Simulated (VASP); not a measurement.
# MgPb2Se3 (Immm) in VASP: single point with PBEsol

Aim: the single point of MgPb2Se3 with PBEsol.

Everything below comes from runs of VASP 6.6.1. Logs are shortened: lines on timing, memory, paths and dates and some standing lists are left out, and cuts for length are marked.

**1. The cell of the first run**

It takes space group Immm (No. 71, orthorhombic). Conventional cell: a = 4.127 Å, b = 5.985 Å, c = 12.570 Å, α = 90.00°, β = 90.00°, γ = 90.00°. Mg (site symmetry mmm) has 6 Se at 2.76 to 2.99 Å within 3.6 Å. Pb (site symmetry mm2) has 6 Se at 2.96 to 3.12 Å within 3.9 Å. Se (site symmetry mmm) has 4 Pb at 2.96 Å and 2 Mg at 2.99 Å within 3.9 Å. Se (site symmetry mm2) has 2 Mg at 2.76 Å and 4 Pb at 3.01 to 3.12 Å and 1 Se at 3.66 Å within 3.7 Å.

**2. Single point, PBEsol**

INCAR

```
ALGO     = Normal         # electronic algorithm
EDIFF    = 1E-6           # SCF threshold, eV
ENCUT    = 600            # plane-wave cutoff, eV
GGA      = PS             # functional
GGA_COMPAT= F            
ISIF     = 2              # what is computed and relaxed
ISMEAR   = -1             # smearing method
LASPH    = T              # aspherical terms in the spheres
LCHARG   = F              # write CHGCAR
LREAL    = F              # projectors in reciprocal space
LWAVE    = F              # write WAVECAR
NBANDS   = 33             # bands
NELM     = 120            # most SCF steps
PREC     = Accurate       # precision mode
SIGMA    = 0.03           # smearing width, eV
```

KPOINTS

```
k-points
0
Gamma
  6 6 6
```

POSCAR

```
MgPb2Se3
1.0
   -2.0633352674      2.9924608145      6.2850482629
    2.0633352674     -2.9924608145      6.2850482629
    2.0633352674      2.9924608145     -6.2850482629
Mg Pb Se
1 2 3
Direct
    0.0000000000      0.0000000000      0.0000000000
    0.6688244815      0.6688244815      0.0000000000
    0.3311755185      0.3311755185      0.0000000000
    0.5000000000      0.0000000000      0.5000000000
    0.1454024960      0.6454024960      0.5000000000
    0.8545975040      0.3545975040      0.5000000000
```

Potentials or basis: VASP PAW PBE potentials, release 64 (Mg, Pb_d, Se).

Run with:

```bash
$ cat potpaw_PBE.64/Mg/POTCAR potpaw_PBE.64/Pb_d/POTCAR potpaw_PBE.64/Se/POTCAR > POTCAR
$ mpirun -np 1 vasp_std > vasp.out
```

OUTCAR:

```text
EDIFF = 1E-6
   ENCUT = 600
   GGA = PS
   ISIF = 2
   ISMEAR = -1
   LASPH = T
   LREAL = F
   NELM = 120
   PREC = Accurate

 ion  position               nearest neighbor table
   1  0.000  0.000  0.000-   6 2.76   5 2.76   5 2.76   6 2.76   4 2.99   4 2.99
   2  0.669  0.669  0.000-   4 2.96   4 2.96   5 3.01   5 3.01   6 3.12   6 3.12
   3  0.331  0.331  0.000-   4 2.96   4 2.96   6 3.01   6 3.01   5 3.12   5 3.12
   4  0.500  0.000  0.500-   2 2.96   3 2.96   2 2.96   3 2.96   1 2.99   1 2.99
   5  0.145  0.645  0.500-   1 2.76   1 2.76   2 3.01   2 3.01   3 3.12   3 3.12
   6  0.855  0.355  0.500-   1 2.76   1 2.76   3 3.01   3 3.01   2 3.12   2 3.12

  LATTYP: Found a body centered orthorhombic cell.
 ALAT       =     4.1266705348
 B/A-ratio  =     1.4503027510
 C/A-ratio  =     3.0460625387

  Lattice vectors:

 A1 = (  -2.0633352674,   2.9924608145,   6.2850482629)
 A2 = (   2.0633352674,  -2.9924608145,   6.2850482629)
 A3 = (   2.0633352674,   2.9924608145,  -6.2850482629)

Analysis of symmetry for initial positions (statically):
=====================================================================
 Subroutine PRICEL returns:
 Original cell was already a primitive cell.

 Routine SETGRP: Setting up the symmetry group for a
 body centered orthorhombic supercell.

 Subroutine GETGRP returns: Found  8 space group operations
 (whereof  8 operations were pure point group operations)
 out of a pool of  8 trial point group operations.

The static configuration has the point symmetry D_2h.

Analysis of symmetry for dynamics (positions and initial velocities):
=====================================================================
 Subroutine PRICEL returns:
 Original cell was already a primitive cell.

 Routine SETGRP: Setting up the symmetry group for a
 body centered orthorhombic supercell.

 Subroutine GETGRP returns: Found  8 space group operations
 (whereof  8 operations were pure point group operations)
 out of a pool of  8 trial point group operations.

The dynamic configuration has the point symmetry D_2h.

 Subroutine INISYM returns: Found  8 space group operations
 (whereof  8 operations are pure point group operations),
 and found     1 'primitive' translations

----------------------------------------------------------------------------------------

                                     Primitive cell

  volume of cell :     155.2269

  direct lattice vectors                    reciprocal lattice vectors
    -2.063335267  2.992460814  6.285048263     0.000000000  0.167086566  0.079553884
     2.063335267 -2.992460814  6.285048263     0.242326106  0.000000000  0.079553884
     2.063335267  2.992460814 -6.285048263     0.242326106  0.167086566  0.000000000

  length of vectors
     7.260441159  7.260441159  7.260441159     0.185058750  0.255050509  0.294346500

  position of ions in fractional coordinates (direct lattice)
     0.000000000  0.000000000  0.000000000
     0.668824482  0.668824482  0.000000000
     0.331175518  0.331175518  0.000000000
     0.500000000  0.000000000  0.500000000
     0.145402496  0.645402496  0.500000000
     0.854597504  0.354597504  0.500000000

  ion indices of the primitive-cell ions
   primitive index   ion index
                 1           1
                 2           2
                 3           3
                 4           4
                 5           5
                 6           6

----------------------------------------------------------------------------------------

 KPOINTS: k-points

Automatic generation of k-mesh.
 Grid dimensions read from file:
 generate k-points for:    6    6    6

 Generating k-lattice:

  Cartesian coordinates                     Fractional coordinates (reciprocal lattice)
     0.000000000  0.027847761  0.013258981     0.166666667 -0.000000000  0.000000000
     0.040387684  0.000000000  0.013258981    -0.000000000  0.166666667  0.000000000
     0.040387684  0.027847761  0.000000000     0.000000000  0.000000000  0.166666667

  Length of vectors
     0.030843125  0.042508418  0.049057750

  Shift w.r.t. Gamma in fractional coordinates (k-lattice)
     0.000000000  0.000000000  0.000000000

 Subroutine IBZKPT returns following result:
 ===========================================

 Found     46 irreducible k-points:

 Following reciprocal coordinates:
            Coordinates               Weight
  0.000000  0.000000  0.000000      1.000000
  0.166667  0.000000  0.000000      4.000000
  0.333333  0.000000  0.000000      4.000000
  0.500000 -0.000000  0.000000      2.000000
  0.000000  0.166667  0.000000      4.000000
  0.166667  0.166667  0.000000      8.000000
[... 16 lines left out ...]
 -0.166667  0.166667  0.166667      2.000000
  0.166667  0.333333  0.166667      4.000000
 [... further k-points ...]
   k-points           NKPTS =     46   k-points in BZ     NKDIM =     46   number of bands    NBANDS=     33
   number of dos      NEDOS =    301   number of ions     NIONS =      6
   total plane-waves  NPLWV = 216000
   dimension x,y,z NGX =    60 NGY =   60 NGZ =   60
   dimension x,y,z NGXF=   120 NGYF=  120 NGZF=  120
   ions per type =               1   2   3
   NGX,Y,Z   is equivalent  to a cutoff of  13.74, 13.74, 13.74 a.u.
   NGXF,Y,Z  is equivalent  to a cutoff of  27.48, 27.48, 27.48 a.u.
 SYSTEM =  unknown system
   PREC   = accura    normal or accurate (medium, high low for compatibility)
   ISTART =      0    job   : 0-new  1-cont  2-samecut
   ICHARG =      2    charge: 1-file 2-atom 10-const
   ISPIN  =      1    spin polarized calculation?
   LNONCOLLINEAR =      F non collinear calculations
   LSORBIT =      F    spin-orbit coupling
   LASPH  =      T    aspherical Exc in radial PAW
   ENCUT  =  600.0 eV  44.10 Ry    6.64 a.u.  14.50 14.50 14.50*2*pi/ulx,y,z
   NELM   =    120;   NELMIN=  2; NELMDL= -5     # of ELM steps
   EDIFF  = 0.1E-05   stopping-criterion for ELM
   LREAL  =      F    real-space projection
   EDIFFG = 0.1E-04   stopping-criterion for IOM
   NSW    =      0    number of steps for IOM
   IBRION =     -1    ionic relax: 0-MD 1-quasi-New 2-CG
   NFREE  =      0    steps in history (QN), initial steepest desc. (CG)
   ISIF   =      2    stress and relaxation
   ISYM   =      2    0-nonsym 1-usesym 2-fastsym
   POTIM  = 0.5000    time-step for ionic-motion
   TEBEG  =    0.0;   TEEND  =   0.0 temperature during run
   PSTRESS=    0.0 pullay stress
   NELECT =      48.0000    total number of electrons
   NUPDOWN=      -1.0000    fix difference up-down
   EMIN   =  10.00;   EMAX   =-10.00  energy-range for DOS
   EFERMI =   0.00;   METHOD = LEGACY
   ISMEAR =    -1;   SIGMA  =   0.03  broadening in eV -4-tet -1-fermi 0-gaus
   EFERMI_NEDOS =   21; number of points for ismear=-14 and -15
   IALGO  =     38    algorithm
   IMIX   =      4    mixing-type and parameters
     AMIX     =   0.40;   BMIX     =  1.00
     AMIX_MAG =   1.60;   BMIX_MAG =  1.00
  volume/ion in A,a.u.               =      25.87       174.59
  Fermi-wavevector in a.u.,A,eV,Ry     =   1.107048  2.092017 16.674679  1.225554
  Thomas-Fermi vector in A             =   2.243557
   LORBIT       =      0    0 simple, 1 ext, 2 COOP (PROOUT), +10 PAW based schemes
   GGA     = PS    functional components
   LHFCALC =     F    Hartree Fock is set to
   AEXX    =    0.0000 exact exchange contribution
   IVDW    =     0    specifies the selected vdW correction
   LEPSILON=     F    determine dielectric tensor
   LRPA    =     F    only Hartree local field effects (RPA)
 non-spin polarized calculation
  energy-cutoff  :      600.00
  volume of cell :      155.23
 maximum number of plane-waves:      5211
 NGX is ok and might be reduce to    60
   NGX = 29   NGY = 29   NGZ = 29

 number of electron      48.0000000 magnetization

 Free energy of the ion-electron system (eV)
  ---------------------------------------------------
  ext. energy  EPLUGINS =         0.00000000
  ---------------------------------------------------
  free energy    TOTEN  =       -25.67882048 eV

  energy without entropy =      -25.67881751  energy(sigma->0) =      -25.67881899

 E-fermi :   5.0302     XC(G=0):  -9.6985

 val. band max:        4.8075395907   @ k =   0.5000   0.5000   0.5000
 cond. band min:       5.2732315525   @ k =   0.5000   0.5000   0.0000
 fundamental gap:      0.4656919617
 Fermi energy:         5.0301811742

 k-point     1 :       0.0000    0.0000    0.0000
  band No.  band energies     occupation
      1     -12.1592      2.00000
      2     -12.1128      2.00000
      3     -12.0796      2.00000
      4     -12.0769      2.00000
      5     -12.0750      2.00000
      6     -12.0741      2.00000
[... 25 lines left out ...]
     32      10.6305      0.00000
     33      11.1219      0.00000

 k-point     2 :       0.1667    0.0000    0.0000
  band No.  band energies     occupation
      1     -12.1518      2.00000
      2     -12.1108      2.00000
      3     -12.0836      2.00000
      4     -12.0823      2.00000
      5     -12.0736      2.00000
      6     -12.0702      2.00000
[... 25 lines left out ...]
     32      10.2255      0.00000
     33      10.7072      0.00000

 k-point     3 :       0.3333    0.0000    0.0000
  band No.  band energies     occupation
      1     -12.1355      2.00000
      2     -12.1090      2.00000
      3     -12.0882      2.00000
      4     -12.0867      2.00000
      5     -12.0746      2.00000
      6     -12.0675      2.00000
[... 25 lines left out ...]
     32       9.6598      0.00000
     33      10.1792      0.00000

 k-point     4 :       0.5000   -0.0000    0.0000
  band No.  band energies     occupation
      1     -12.1249      2.00000
      2     -12.1106      2.00000
      3     -12.0899      2.00000
      4     -12.0884      2.00000
      5     -12.0752      2.00000
      6     -12.0671      2.00000
[... 673 lines left out ...]
     32      10.3889      0.00000
     33      11.0298      0.00000

 k-point    23 :      -0.1667    0.1667    0.1667
  band No.  band energies     occupation
      1     -12.1750      2.00000
      2     -12.1463      2.00000
      3     -12.0772      2.00000
      4     -12.0769      2.00000
      5     -12.0722      2.00000
      6     -12.0675      2.00000
[... 25 lines left out ...]
     32       9.7375      0.00000
     33      11.0365      0.00000

 k-point    24 :       0.1667    0.3333    0.1667
  band No.  band energies     occupation
      1     -12.1821      2.00000
      2     -12.1266      2.00000
      3     -12.0827      2.00000
      4     -12.0783      2.00000
      5     -12.0677      2.00000
      6     -12.0610      2.00000
[... 25 lines left out ...]
     32       9.9361      0.00000
     33      10.6691      0.00000

 [... further k-points ...]

------------------------ aborting loop because EDIFF is reached ----------------------------------------

  FORCE on cell =-STRESS in cart. coord.  units (eV):
  Direction    XX          YY          ZZ          XY          YZ          ZX
  --------------------------------------------------------------------------------------
  -------------------------------------------------------------------------------------
  Total       -0.0087914      0.0198925     -0.0021757      0.0000000      0.0000000      0.0000000
  in kB       -0.0907409      0.2053205     -0.0224564      0.0000000      0.0000000      0.0000000
  external PRESSURE =       0.0307077 kB  Pullay stress =       0.0000000 kB

 VOLUME and BASIS-vectors are now :
 -----------------------------------------------------------------------------
  energy-cutoff  :      600.00
  volume of cell :      155.23
      direct lattice vectors                 reciprocal lattice vectors
    -2.063335267  2.992460814  6.285048263     0.000000000  0.167086566  0.079553884
     2.063335267 -2.992460814  6.285048263     0.242326106  0.000000000  0.079553884
     2.063335267  2.992460814 -6.285048263     0.242326106  0.167086566  0.000000000

 POSITION                                       TOTAL-FORCE (eV/Angst)
 -----------------------------------------------------------------------------------
      0.00000      0.00000      0.00000         0.000000     -0.000000      0.000000
      0.00000      0.00000      8.40719        -0.000000     -0.000000      0.001377
      0.00000      0.00000      4.16291         0.000000     -0.000000     -0.001377
      0.00000      2.99246      0.00000         0.000000     -0.000000      0.000000
      2.06334     -0.00000      1.82772        -0.000000     -0.000000     -0.008482
      0.00000      2.99246      4.45732         0.000000      0.000000      0.008482
 -----------------------------------------------------------------------------------
    total drift:                               -0.000000      0.000000     -0.000000

  FREE ENERGIE OF THE ION-ELECTRON SYSTEM (eV)
  ---------------------------------------------------
  free  energy   TOTEN  =       -25.6788204793 eV

  energy  without entropy=      -25.6788175079  energy(sigma->0) =      -25.67881899
```

Run time: 10 min. Hardware: 1 thread of AMD EPYC 9755, shared host; peak memory 0.62 GiB.

What came out:

```yaml
Free_energy: -25.6788 eV
Pressure: 0.0 GPa
Largest_force: 0.008 eV/Å
Band_gap_on_the_k_mesh: 0.47 eV (least direct gap 1.05 eV)
```

Forces in eV/Å, atoms in the order of the input:
```
Mg   0.000  0.000  0.000
Pb   0.000  0.000  0.001
Pb   0.000  0.000 -0.001
Se   0.000  0.000  0.000
Se   0.000  0.000 -0.008
Se   0.000  0.000  0.008
```

Levels at points of the mesh, in eV from the valence-band top:
```
           k point  band 22  band 23  band 24  band 25  band 26  band 27
(0.00, 0.00, 0.00)    -1.67    -1.47    -1.13     0.70     3.05     3.65
(0.50, 0.00, 0.00)    -1.53    -1.11    -0.81     0.75     2.00     2.02
(0.00, 0.50, 0.00)    -2.72    -2.41    -1.26     1.37     1.98     3.16
(0.50, 0.50, 0.00)    -1.49    -0.77    -0.64     0.47     1.61     1.75
(0.50, 0.50, 0.50)    -1.49    -1.27     0.00     1.34     2.64     2.87
```

Caveat: the PAW data sets were made with another functional, which shifts forces and pressure a little; spin-orbit coupling is left out, which moves the levels of the heavy elements.
